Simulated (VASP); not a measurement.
Runs of VASP 6.6.1 on CdF2. The structure is that of space group Fm-3m (No. 225), or close to it. The cells are those of the table. 

```csv
task,cell,gap on the mesh (eV),pressure (GPa)
single point,"a = 3.810 Å, angles 60.0°, 3 atoms",3.75,0.8
relaxation of cell and atoms,"relaxed from a = 3.811 Å, angles 60.0°, 3 atoms",3.72,-0.2
single point,"a = 3.759 Å, angles 60.0°, 3 atoms",(d),(c)
relaxation of cell and atoms,"relaxed to 10 GPa from a = 3.811 Å, angles 60.0°, 3 atoms",3.99,10.0
single point,"a = 3.649 Å, angles 60.0°, 3 atoms",4.22,21.8
relaxation of cell and atoms,"relaxed to 20 GPa from a = 3.811 Å, angles 60.0°, 3 atoms",(a),20.0
single point,"a = 3.717 Å, angles 60.0°, 3 atoms",(b),11.2
relaxation of cell and atoms,"relaxed to 5 GPa from a = 3.811 Å, angles 60.0°, 3 atoms",3.87,5.0
```

Alike in all rows: level r2SCAN; potentials or basis VASP PAW PBE potentials, release 64 (Cd, F); no spin polarisation; k mesh 4 × 4 × 4; cutoff (eV) 660; smearing gaussian 0.01 eV.

Problem. Fill in the values left out.

Solution. (a) 4.19; (b) 4.02; (c) 6.0; (d) 3.90.

Caveats: all runs use coarse meshes; the PAW data sets were made with another functional, which shifts forces and pressure a little; the cell is relaxed towards a set pressure, so the run minimises the enthalpy, not the energy (at least some runs).

A k mesh can miss the band edges, and the runs leave out spin-orbit coupling on Cd.
